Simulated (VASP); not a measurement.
Wanted: the native input for a VASP 6.6.1 run.

| Quantity | Value |
| --- | --- |
| Task | single point |
| Functional | LDA |
| Potentials or basis | VASP PAW LDA potentials, release 64 (Sn_d, S) |
| Cutoff | 500 eV |
| k mesh | 4 × 8 × 6 |
| Occupations | gaussian, width 0.02 eV |
| Spin | no spin polarisation |
| Dipole correction | no |
| Further INCAR settings | ALGO = Normal; EDIFF = 1e-06; NBANDS = 50 |

The structure of SnS lies in POSCAR:

```
SnS
1.0
   10.9763776513      0.0000000000      0.0000000000
    0.0000000000      3.9538335277      0.0000000000
    0.0000000000      0.0000000000      4.1835097572
Sn S
4 4
Direct
    0.1178479411      0.2500000000      0.1090519942
    0.3821520589      0.7500000000      0.6090519942
    0.6178479411      0.2500000000      0.3909480058
    0.8821520589      0.7500000000      0.8909480058
    0.8539578955      0.2500000000      0.4738779046
    0.6460421045      0.7500000000      0.9738779046
    0.3539578955      0.2500000000      0.0261220954
    0.1460421045      0.7500000000      0.5261220954
```

One way to write it, as run:

INCAR

```
ALGO     = Normal         # electronic algorithm
EDIFF    = 1E-6           # SCF threshold, eV
ENCUT    = 500            # plane-wave cutoff, eV
GGA      = CA             # functional
GGA_COMPAT= F            
ISIF     = 2              # what is computed and relaxed
ISMEAR   = 0              # smearing method
LASPH    = T              # aspherical terms in the spheres
LCHARG   = F              # write CHGCAR
LREAL    = F              # projectors in reciprocal space
LWAVE    = F              # write WAVECAR
NBANDS   = 50             # bands
NELM     = 120            # most SCF steps
PREC     = Accurate       # precision mode
SIGMA    = 0.02           # smearing width, eV
```

KPOINTS

```
k-points
0
Gamma
  4 8 6
```

Potentials or basis: VASP PAW LDA potentials, release 64 (Sn_d, S).

Command:

```bash
$ cat potpaw_LDA.64/Sn_d/POTCAR potpaw_LDA.64/S/POTCAR > POTCAR
$ mpirun -np 1 vasp_std > vasp.out
```

It gave:

```json
{
  "Pressure": "0.0 GPa",
  "Largest force": "0.019 eV/Å",
  "Band gap on the k mesh": "0.62 eV (least direct gap 1.03 eV)"
}
```

Caveat: spin-orbit coupling is left out, which moves the levels of the heavy elements.

It took 5.1 min on 1 thread of Intel(R) Xeon(R) Platinum 8375C CPU @ 2.90GHz (Ice Lake) (shared host), peak memory 0.47 GiB.
